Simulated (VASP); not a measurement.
A run of VASP 6.6.1 is set up as follows.

INCAR

```
  PREC = Accurate
  ENCUT = 520
  EDIFF = 1E-7
  ISMEAR = 0
  SIGMA = 0.1
  LREAL = False
  LASPH = True
  NELM = 150
  ALGO = Normal
  ISIF = 2
  LWAVE = False
  LCHARG = False
  ISPIN = 2
  MAGMOM = 0 0 1 1 1 1 1 1 1 1
  LORBIT = 11
  LMAXMIX = 4
  GGA = PE
  NBANDS = 40
```

KPOINTS

```
regular mesh
0
Gamma
  4 4 4
```

Contents of POSCAR:

```
MgScC4N4
1.0
    6.3346868041      0.0000000000      0.0000000000
    0.0000000000      6.3346868041      0.0000000000
    0.0000000000      0.0000000000      6.3346868041
Mg Sc C N
1 1 4 4
Direct
    0.0000000000      0.0000000000      0.0000000000
    0.5000000000      0.5000000000      0.5000000000
    0.1983721520      0.1983721520      0.1983721520
    0.1983721520      0.8016278480      0.8016278480
    0.8016278480      0.1983721520      0.8016278480
    0.8016278480      0.8016278480      0.1983721520
    0.3053962563      0.3053962563      0.3053962563
    0.3053962563      0.6946037437      0.6946037437
    0.6946037437      0.3053962563      0.6946037437
    0.6946037437      0.6946037437      0.3053962563
```

Potentials or basis: VASP PAW PBE potentials, release 64 (Mg, Sc_sv, C, N).

Launch:

```bash
$ cat potpaw_PBE.64/Mg/POTCAR potpaw_PBE.64/Sc_sv/POTCAR potpaw_PBE.64/C/POTCAR potpaw_PBE.64/N/POTCAR > POTCAR
$ mpirun -np 1 vasp_std > vasp.out
```

Question: Predict the net moment.

Answer: 1.00 μB per cell.

Question: What does it give for the band gap on the k mesh?

Answer: Zero (filled and empty bands overlap).

Question: Predict the largest force.

Answer: 0.372 eV/Å.

Forces in eV/Å, atoms in the order of the input:
```
Mg   0.000  0.000  0.000
Sc   0.000  0.000  0.000
C   -0.215 -0.215 -0.215
C   -0.215  0.215  0.215
C    0.215 -0.215  0.215
C    0.215  0.215 -0.215
N    0.184  0.184  0.184
N    0.184 -0.184 -0.184
N   -0.184  0.184 -0.184
N   -0.184 -0.184  0.184
```
